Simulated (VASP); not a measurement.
Here is a VASP 6.6.1 calculation.

INCAR

```
  ALGO = Normal
  DIPOL = 0.5 0.5 0.334
  EDIFF = 1E-7
  ENCUT = 520
  GGA = PE
  IDIPOL = 3
  ISIF = 2
  ISMEAR = 0
  LASPH = True
  LCHARG = False
  LDIPOL = True
  LREAL = False
  LWAVE = False
  NBANDS = 53
  NELM = 100
  PREC = Accurate
  SIGMA = 0.1
```

The input KPOINTS:

```
k-points
0
Gamma
  6 6 1
```

File POSCAR:

```
Mo6C
1.0
    4.4695765307      0.0000000000      0.0000000000
   -2.2347882654      3.8707668198      0.0000000000
    0.0000000000      0.0000000000     19.7595667302
Mo C
6 1
Direct
    0.6666666667      0.3333333333      0.2024335885
    0.3333333334      0.6666666667      0.2486060831
    0.0000000000      0.0000000000      0.2947785778
    0.6666666667      0.3333333333      0.3368821123
    0.3333333334      0.6666666667      0.3779725567
    0.0000000000      0.0000000000      0.4180034331
    0.4444444444      0.8888888889      0.4608068152
```

Potentials or basis: VASP PAW PBE potentials, release 64 (Mo_sv, C).

The run is started by

```console
$ cat potpaw_PBE.64/Mo_sv/POTCAR potpaw_PBE.64/C/POTCAR > POTCAR
$ mpirun -np 1 vasp_std > vasp.out
```

Q: What does it give for the band gap on the k mesh?

A: Zero (bands 44 and 45 overlap by 0.29 eV).

Q: What does it give for the largest force?

A: 2.899 eV/Å.

Forces in eV/Å, atoms in the order of the input:
```
Mo   0.000 -0.282  2.137
Mo   0.000  0.229 -1.862
Mo   0.000 -0.303 -1.272
Mo   0.000  0.531 -0.949
Mo   0.000 -1.515 -0.911
Mo   0.000 -0.701  2.813
C    0.000  2.042  0.044
```
